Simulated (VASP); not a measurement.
# Al5O8 (a cell with a defect) in VASP: further runs

Runs on Al5O8 (a cell with a defect). Level: LDA. Tasks: relaxation of the atoms.

All numbers are computed with VASP 6.6.1; they aren't measurements. Logs are shortened: lines on timing, memory, paths and dates and some standing lists are left out, and cuts for length are marked.

## Step 1: The cell of the first run

The cell holds a defect, 39 atoms: a = 6.956 Å, b = 6.956 Å, c = 6.956 Å, α = 85.80°, β = 85.80°, γ = 85.80°.

## Step 2: Relaxation of the atoms, LDA

INCAR reads:

```
ALGO = Normal
EDIFF = 1E-6
EDIFFG = -0.03
ENCUT = 520
GGA = CA
IBRION = 2
ISIF = 2
ISMEAR = -1
LASPH = True
LCHARG = False
LREAL = Auto
LUSENCCL = False
LWAVE = False
NELECT = 188.0
NELM = 100
NSW = 80
PREC = Accurate
SIGMA = 0.05
```

KPOINTS reads:

```
k-points
0
Gamma
  2 2 2
```

POSCAR reads:

```
Al5O8
1.0
   -4.7351000000     -2.7338110000      4.3003330000
    4.7351000000     -2.7338110000      4.3003330000
    0.0000000000      5.4676230000      4.3003330000
Al O
15 24
Direct
    0.3520000500      0.3520000500      0.3519999800
    0.1480000200      0.1480000200      0.1479999900
    0.6480000900      0.6480000900      0.6479999700
    0.8520001200      0.8520001200      0.8519999600
    0.6480000600      0.6480000600      0.1479999900
    0.1480000500      0.1480000500      0.6479999800
    0.3520000800      0.3520000800      0.8519999700
    0.8520001000      0.3520001000      0.8519999700
    0.6480000700      0.1480000700      0.6479999700
    0.1480000400      0.6480000400      0.1479999900
    0.3520000700      0.8520000700      0.3519999800
    0.3520001000      0.8520001000      0.8519999700
    0.1480000700      0.6480000700      0.6479999700
    0.6480000400      0.1480000400      0.1479999900
    0.8520000700      0.3520000700      0.3519999800
    0.5970000800      0.4030000800      0.7499999700
    0.7500000800      0.5970000800      0.4029999800
    0.4030000800      0.7500000800      0.5969999700
    0.4030000600      0.5970000600      0.2499999900
    0.2500000600      0.4030000600      0.5969999800
    0.5970000600      0.2500000600      0.4029999800
    0.0970000800      0.9030000800      0.7499999700
    0.2500000400      0.0970000400      0.4029999800
    0.9030000800      0.2500000800      0.5969999700
    0.9030000600      0.0970000600      0.2499999900
    0.7500001000      0.9030001000      0.5969999700
    0.0970000600      0.7500000600      0.4029999800
    0.0970000300      0.4030000300      0.2499999900
    0.2500000900      0.5970000900      0.9029999700
    0.9030000700      0.7500000700      0.0969999900
    0.9030001000      0.5970001000      0.7499999700
    0.7500000500      0.4030000500      0.0969999900
    0.0970000600      0.2500000600      0.9029999700
    0.5970000800      0.9030000800      0.2499999800
    0.7500000900      0.0970000900      0.9029999700
    0.4030000300      0.2500000300      0.0969999900
    0.4030000600      0.0970000600      0.7499999700
    0.2500000500      0.9030000500      0.0969999900
    0.5970001100      0.7500001100      0.9029999600
```

Potentials or basis: VASP PAW LDA potentials, release 64 (Al, O).

Started as:

```console
$ cat potpaw_LDA.64/Al/POTCAR potpaw_LDA.64/O/POTCAR > POTCAR
$ mpirun -np 1 vasp_std > vasp.out
```

OUTCAR:

```text
EDIFF = 1E-6
   EDIFFG = -0.03
   ENCUT = 520
   GGA = CA
   IBRION = 2
   ISIF = 2
   ISMEAR = -1
   LASPH = True
   LREAL = Auto
   NELECT = 188.0
   NELM = 100
   NSW = 80
   PREC = Accurate

 ion  position               nearest neighbor table
   1  0.352  0.352  0.352-  19 1.85  21 1.85  20 1.85  23 1.96  36 1.96  28 1.96   2 2.63  10 2.78
                            14 2.78   6 2.78   5 3.20  13 3.20   9 3.20
   2  0.148  0.148  0.148-  25 1.85  38 1.85  33 1.85  36 1.96  28 1.96  23 1.96   1 2.63  11 2.78
                            15 2.78   7 2.78  12 3.20   8 3.20
   3  0.648  0.648  0.648-  17 1.85  18 1.85  16 1.85  26 1.96  31 1.96  39 1.96   4 2.63   8 2.78
                            12 2.78   7 3.20  11 3.20  15 3.20
   4  0.852  0.852  0.852-  22 1.85  35 1.85  30 1.85  39 1.96  26 1.96  31 1.96   3 2.63   9 2.78
                            13 2.78   5 2.78   6 3.20  10 3.20  14 3.20
   5  0.648  0.648  0.148-  19 1.85  32 1.85  39 1.85  30 1.96  17 1.96  34 1.96  11 2.78  15 2.78
                             4 2.78   1 3.20  12 3.20   8 3.20
   6  0.148  0.148  0.648-  22 1.85  24 1.85  23 1.85  37 1.96  33 1.96  20 1.96   7 2.63   8 2.78
                            12 2.78   1 2.78   4 3.20  11 3.20  15 3.20
   7  0.352  0.352  0.852-  16 1.85  29 1.85  36 1.85  20 1.96  37 1.96  33 1.96   6 2.63   9 2.78
                            13 2.78   2 2.78   3 3.20  10 3.20  14 3.20
   8  0.852  0.352  0.852-  33 1.85  31 1.85  32 1.85  35 1.96  16 1.96  24 1.96   9 2.63   6 2.78
                             3 2.78  14 2.78  13 3.20   2 3.20   5 3.20
   9  0.648  0.148  0.648-  26 1.85  21 1.85  37 1.85  24 1.96  16 1.96  35 1.96   8 2.63   4 2.78
[... 23 lines left out ...]
  26  0.750  0.903  0.597-   9 1.85   3 1.96   4 1.96
  27  0.097  0.750  0.403-  13 1.85  11 1.96  10 1.96
  28  0.097  0.403  0.250-  15 1.85  10 1.85   2 1.96   1 1.96
  29  0.250  0.597  0.903-   7 1.85  10 1.85  12 1.96  13 1.96
  30  0.903  0.750  0.097-  10 1.85   4 1.85   5 1.96
  31  0.903  0.597  0.750-  13 1.85   8 1.85   3 1.96   4 1.96
  32  0.750  0.403  0.097-   5 1.85   8 1.85  14 1.96  15 1.96
  33  0.097  0.250  0.903-   8 1.85   2 1.85   6 1.96   7 1.96
  34  0.597  0.903  0.250-  14 1.85  11 1.85   5 1.96
  35  0.750  0.097  0.903-   4 1.85  14 1.85   8 1.96   9 1.96
  36  0.403  0.250  0.097-  14 1.85   7 1.85   2 1.96   1 1.96
  37  0.403  0.097  0.750-  12 1.85   9 1.85   6 1.96   7 1.96
  38  0.250  0.903  0.097-   2 1.85  12 1.85  10 1.96  11 1.96
  39  0.597  0.750  0.903-  12 1.85   5 1.85   4 1.96   3 1.96

  LATTYP: Found a trigonal (rhomboedric) cell.
 ALAT       =     6.9561310011
 COS(alpha) =     0.0732708973

  Lattice vectors:

 A1 = (  -4.7351000000,  -2.7338110000,   4.3003330000)
 A2 = (   4.7351000000,  -2.7338110000,   4.3003330000)
 A3 = (   0.0000000000,   5.4676230000,   4.3003330000)

Analysis of symmetry for initial positions (statically):
=====================================================================
 Subroutine PRICEL returns:
 Original cell was already a primitive cell.

 Routine SETGRP: Setting up the symmetry group for a
 trigonal (rhombohedral) supercell.

 Subroutine GETGRP returns: Found  3 space group operations
 (whereof  1 operations were pure point group operations)
 out of a pool of 12 trial point group operations.

The static configuration has the point symmetry C_1 .
 The point group associated with its full space group is C_3 .

Analysis of symmetry for dynamics (positions and initial velocities):
=====================================================================
 Subroutine PRICEL returns:
 Original cell was already a primitive cell.

 Routine SETGRP: Setting up the symmetry group for a
 trigonal (rhombohedral) supercell.

 Subroutine GETGRP returns: Found  3 space group operations
 (whereof  1 operations were pure point group operations)
 out of a pool of 12 trial point group operations.

The dynamic configuration has the point symmetry C_1 .
 The point group associated with its full space group is C_3 .

[... 42 lines left out ...]
   IMIX   =      4    mixing-type and parameters
     AMIX     =   0.40;   BMIX     =  1.00
     AMIX_MAG =   1.60;   BMIX_MAG =  1.00
  volume/ion in A,a.u.               =       8.56        57.79
  Fermi-wavevector in a.u.,A,eV,Ry     =   1.351690  2.554324 24.858740  1.827066
  Thomas-Fermi vector in A             =   2.479091
   LORBIT       =      0    0 simple, 1 ext, 2 COOP (PROOUT), +10 PAW based schemes
   GGA     = CA    functional components
   LHFCALC =     F    Hartree Fock is set to
   AEXX    =    0.0000 exact exchange contribution
   IVDW    =     0    specifies the selected vdW correction
   LEPSILON=     F    determine dielectric tensor
   LRPA    =     F    only Hartree local field effects (RPA)
 conjugate gradient relaxation of ions
 non-spin polarized calculation
  energy-cutoff  :      520.00
  volume of cell :      334.00
 maximum number of plane-waves:      9016
 NGX is ok and might be reduce to    54
   NGX = 25   NGY = 25   NGZ = 25

--------------------------------------- Ionic step        1  -------------------------------------------

 number of electron     187.9999919 magnetization

 Free energy of the ion-electron system (eV)
  ---------------------------------------------------
  ext. energy  EPLUGINS =         0.00000000
  ---------------------------------------------------
  free energy    TOTEN  =      -319.57221165 eV

  energy without entropy =     -319.36601566  energy(sigma->0) =     -319.46911366

------------------------ aborting loop because EDIFF is reached ----------------------------------------

  FORCE on cell =-STRESS in cart. coord.  units (eV):
  Direction    XX          YY          ZZ          XY          YZ          ZX
  --------------------------------------------------------------------------------------
  -------------------------------------------------------------------------------------
  Total      -12.9704477    -12.9704484    -13.9302446     -0.0000000     -0.0000011      0.0000000
  in kB      -62.2177808    -62.2177842    -66.8218189     -0.0000002     -0.0000052      0.0000000
  external PRESSURE =     -63.7524613 kB  Pullay stress =       0.0000000 kB
[... 200 lines left out ...]
  FREE ENERGIE OF THE ION-ELECTRON SYSTEM (eV)
  ---------------------------------------------------
  free  energy   TOTEN  =      -320.4578570173 eV

  energy  without entropy=     -320.2857050804  energy(sigma->0) =     -320.37178105

[... ionic steps 4 to 11 ...]

--------------------------------------- Ionic step       12  -------------------------------------------

 number of electron     187.9999956 magnetization

------------------------ aborting loop because EDIFF is reached ----------------------------------------
[... 141 lines left out ...]
--------------------------------------- Ionic step       14  -------------------------------------------

 number of electron     187.9999960 magnetization

 Free energy of the ion-electron system (eV)
  ---------------------------------------------------
  ext. energy  EPLUGINS =         0.00000000
  ---------------------------------------------------
  free energy    TOTEN  =      -320.70880239 eV

  energy without entropy =     -320.55228193  energy(sigma->0) =     -320.63054216

 E-fermi :   5.3470     XC(G=0): -12.0472

 val. band max:        5.3443300672   @ k =   0.5000   0.0000   0.0000
 cond. band min:       5.4095841200   @ k =   0.5000   0.5000   0.0000
 fundamental gap:      0.0652540527
 Fermi energy:         5.3469530414

 k-point     1 :       0.0000    0.0000    0.0000
  band No.  band energies     occupation
      1     -13.7836      2.00000
      2     -12.6449      2.00000
      3     -12.6449      2.00000
      4     -12.4124      2.00000
      5     -11.9200      2.00000
      6     -11.9200      2.00000
[... 425 lines left out ...]
    105      15.1918      0.00000
    106      15.1918      0.00000
 [bands above 106 left out]

------------------------ aborting loop because EDIFF is reached ----------------------------------------

  FORCE on cell =-STRESS in cart. coord.  units (eV):
  Direction    XX          YY          ZZ          XY          YZ          ZX
  --------------------------------------------------------------------------------------
  -------------------------------------------------------------------------------------
  Total       -7.1450060     -7.1450063     -6.2226044      0.0000000     -0.0000005      0.0000000
  in kB      -34.2737911    -34.2737930    -29.8491342      0.0000000     -0.0000023      0.0000000
  external PRESSURE =     -32.7989061 kB  Pullay stress =       0.0000000 kB
[... 54 lines left out ...]
  FREE ENERGIE OF THE ION-ELECTRON SYSTEM (eV)
  ---------------------------------------------------
  free  energy   TOTEN  =      -320.7088023851 eV

  energy  without entropy=     -320.5522819323  energy(sigma->0) =     -320.63054216

 reached required accuracy - stopping structural energy minimisation
```

It took 7.1 min on 1 × NVIDIA H100 80GB with 1 thread of AMD EPYC 7R13 (Zen 3), shared host; peak memory 1.4 GiB.

Results:

```yaml
Free_energy: -320.7088 eV
Energy_gained_by_relaxing: 29.1 meV/atom
Ionic_steps: 14
Largest_force_after_relaxing: 0.018 eV/Å
```

Forces on the atoms (eV/Å):
```
Al   0.006  0.003  0.006
Al   0.009 -0.003 -0.001
Al   0.002  0.009  0.008
Al   0.001  0.002 -0.008
Al   0.000  0.000  0.018
Al   0.000  0.000  0.015
Al   0.000  0.000  0.001
Al  -0.006  0.003  0.006
Al  -0.002  0.009 -0.001
Al  -0.009 -0.003  0.008
Al  -0.002  0.000 -0.008
Al   0.000 -0.007  0.006
Al  -0.007 -0.006 -0.001
Al   0.007 -0.006  0.008
Al   0.001 -0.002 -0.008
O    0.006  0.006 -0.007
O   -0.003 -0.006  0.010
O    0.008 -0.004 -0.013
O   -0.011 -0.008  0.004
O    0.001  0.000 -0.007
O    0.010 -0.005 -0.002
O   -0.013 -0.002 -0.002
O    0.008 -0.011 -0.002
O    0.005  0.012 -0.002
O    0.010 -0.002  0.000
O   -0.003  0.009  0.000
O   -0.006 -0.007  0.000
O    0.000  0.009 -0.013
O   -0.008  0.002 -0.007
O    0.007  0.000  0.010
O   -0.001  0.011 -0.002
O    0.013 -0.006  0.004
O   -0.001  0.001 -0.007
O   -0.004  0.006  0.010
O   -0.008 -0.005 -0.013
O    0.002 -0.008 -0.007
O    0.000 -0.001 -0.007
O   -0.009 -0.007 -0.002
O   -0.001  0.014  0.004
```

The path:
```tsv
step	energy change (eV)	largest force (eV/Å)	pressure (GPa)
1	0.0000	2.1753	-6.38
2	-0.8276	0.7583	-5.07
3	-0.8856	0.7378	-4.44
4	-1.0487	0.4360	-3.73
5	-1.0488	0.4475	-3.71
6	-1.1123	0.1683	-3.52
7	-1.1149	0.2071	-3.46
8	-1.1310	0.0943	-3.40
9	-1.1310	0.0919	-3.40
10	-1.1347	0.0570	-3.34
11	-1.1347	0.0578	-3.34
12	-1.1361	0.0336	-3.30
13	-1.1361	0.0372	-3.29
14	-1.1366	0.0185	-3.28
```

Final structure:
```xyz
39
Lattice="-4.7351 -2.7338 4.3003 4.7351 -2.7338 4.3003 0.0000 5.4676 4.3003" Properties=species:S:1:pos:R:3 pbc="T T T"
Al    0.0116   -0.0083    4.5405
Al   -0.0103   -0.0248    1.9073
Al   -0.0208   -0.0738    8.3640
Al    0.0198   -0.0433   11.0067
Al    0.0000   -2.7338    6.3975
Al    0.0000    2.7338    4.0690
Al    0.0000    2.7338    6.7193
Al   -2.3662    1.3811    8.8409
Al   -2.3409    1.3704    6.2076
Al    2.4418   -1.3480    4.0637
Al    2.3951   -1.3281    6.7063
Al    2.3546    1.3610    8.8409
Al    2.3512    1.3882    6.2076
Al   -2.4210   -1.3120    4.0637
Al   -2.4149   -1.3625    6.7063
O    -0.9220    1.3632    7.5365
O    -0.7701   -1.3919    7.4129
O     1.6285    0.1141    7.5559
O     0.9043   -1.3746    5.3814
O     0.7043    1.4829    5.3845
O    -1.6486   -0.0887    5.3432
O     3.8093    1.3411    7.5074
O    -0.6985    1.2615    3.2070
O    -3.1108    0.1313    7.5074
O    -3.7200   -1.5153    5.3906
O     0.8048   -1.0970    9.6909
O     2.9152   -0.1214    5.3906
O     1.4545   -0.0137    3.2556
O     1.6480    2.6206    7.5365
O    -0.7771   -4.0716    7.4129
O    -1.4664   -0.0165    9.6435
O    -1.6293   -2.6302    5.3814
O     0.7312    3.9692    5.3845
O     1.5471   -2.7379    7.4129
O    -3.0830    2.6334    7.5559
O    -0.7260   -1.2500    3.2362
O    -1.4355    2.7494    5.3845
O     3.1150   -2.6286    5.3432
O     0.7250    1.2710    9.6817
```

Levels at points of the mesh, in eV from the Fermi level:
| k point | band 92 | band 93 | band 94 | band 95 | band 96 | band 97 |
| --- | --- | --- | --- | --- | --- | --- |
| (0.00, 0.00, 0.00) | -0.15 | -0.15 | 0.13 | 0.17 | 0.17 | 6.73 |
| (0.50, 0.00, 0.00) | -0.30 | -0.12 | -0.06 | 0.00 | 0.14 | 8.04 |
| (0.50, 0.50, 0.00) | -0.26 | -0.16 | -0.07 | 0.06 | 0.12 | 8.83 |
| (0.50, 0.50, 0.50) | -0.13 | -0.13 | -0.12 | 0.10 | 0.10 | 8.92 |

Caveat: the k points lie up to 0.45 Å⁻¹ apart; the cell carries a net charge on a neutralising background, which shifts energy and pressure; the cell is charged against a uniform background, so pressure and absolute levels hang on convention.

(Part 1 of 2 ends here.)
